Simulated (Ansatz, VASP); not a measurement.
One calculation of GaP, two programs

The input INCAR:

```
PREC = Accurate ; ENCUT = 520
EDIFF = 1E-7 ; ISMEAR = -1
SIGMA = 0.05 ; LREAL = F
LASPH = T ; NELM = 60
ALGO = Normal ; ISIF = 2
LWAVE = F ; LCHARG = F
GGA = PS ; NBANDS = 16
```

The input KPOINTS:

```
Automatic mesh
0
Gamma
  12 12 12
```

Contents of POSCAR:

```
GaP
1.0
    0.0000000000      2.5242851114      2.5242851114
    2.5242851114      0.0000000000      2.5242851114
    2.5242851114      2.5242851114      0.0000000000
Ga P
1 1
Direct
    0.0000000000      0.0000000000      0.0000000000
    0.2500000000      0.2500000000      0.2500000000
```

Input for Ansatz:

```yaml
crystal:
  lattice:
    - [0.0, 2.5242851114, 2.5242851114]
    - [2.5242851114, 0.0, 2.5242851114]
    - [2.5242851114, 2.5242851114, 0.0]
  atoms:
    - { symbol: Ga, position: [0.0, 0.0, 0.0] }
    - { symbol: P, position: [0.25, 0.25, 0.25] }
kpoints:
  mp_grid: { grid: [12, 12, 12] }
scf:
  occupations: { method: fermi_dirac, width: 0.05 }
hamiltonian:
  xc: pbesol
  pseudopotentials: { kind: paw }
output:
  forces: true
  stress: true
  eigenvalues: true
  populations: true
```

Change from the starting cell: volume scaled by 0.8, PAW files.

Alike in both runs: task single point; functional PBEsol; k mesh 12 × 12 × 12; occupations fermi-dirac, width 0.05 eV; no spin polarisation.

|  | VASP | Ansatz |
| --- | --- | --- |
| version | VASP 6.6.1 | Ansatz 0.2.0 |
| potentials or method | VASP PAW PBE potentials, release 64 (Ga_d, P) | PAW with Ansatz's default frozen-core files, scalar-relativistic |
| plane-wave cutoff (eV) | 520 | 420 |
| valence electrons in the cell | 18 | 18 |

```tsv
	VASP	Ansatz	Ansatz less VASP
pressure (GPa)	30.6	30.8	+0.23
```

VASP's potentials were made for PBE, not for PBEsol. Both programs put the cell under a high pressure, so it lies far from rest at this level. With one functional, cell and mesh, what is left measures potentials, basis and numerics.
